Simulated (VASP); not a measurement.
Set up this calculation in VASP 6.6.1, as the native input.

```
Task                   : dielectric tensor
Functional             : PBEsol
Potentials or basis    : VASP PAW PBE potentials, release 64 (Cu, I)
Cutoff                 : 520 eV
k mesh                 : 4 × 4 × 6
Occupations            : gaussian, width 0.01 eV
Spin                   : no spin polarisation
Dipole correction      : no
Further INCAR settings : ALGO = Normal; EDIFF = 1e-08
```

The structure of CuI lies in POSCAR:

```
CuI
1.0
    3.7331680000     -3.7110860000      0.0000000000
    3.7331680000      3.7110860000      0.0000000000
    0.0000000000      0.0000000000      4.3069980000
Cu I
2 2
Direct
    0.4204390000      0.5795610000      0.7500000000
    0.5795610000      0.4204390000      0.2500000000
    0.7700430000      0.2299570000      0.7500000000
    0.2299570000      0.7700430000      0.2500000000
```

The input as run:

INCAR

```
SYSTEM = CuI
ALGO = Normal ; EDIFF = 1E-8
ENCUT = 520 ; GGA = PS
ISIF = 2 ; ISMEAR = 0
LASPH = .TRUE. ; LCHARG = .FALSE.
LEPSILON = .TRUE. ; LREAL = .FALSE.
LWAVE = .FALSE. ; NELM = 80
PREC = Accurate ; SIGMA = 0.01
```

KPOINTS

```
k-points
0
G
  4 4 6
  0 0 0
```

Potentials or basis: VASP PAW PBE potentials, release 64 (Cu, I).

Launch:

```sh
$ cat potpaw_PBE.64/Cu/POTCAR potpaw_PBE.64/I/POTCAR > POTCAR
$ mpirun -np 1 vasp_std > vasp.out
```

It gave:

- Band gap on the k mesh: 0.94 eV, direct
- Electronic dielectric tensor (diagonal): 3.86, 5.74, 7.54
- Born charges (mean of the diagonal): Cu +0.91; I -0.91 e

Caveat: spin-orbit coupling is left out, which moves the levels of the heavy elements.

Run time: 10 min on 1 thread of Oxide Virtual Turin-like Processor, on a shared host, peak memory 0.34 GiB.
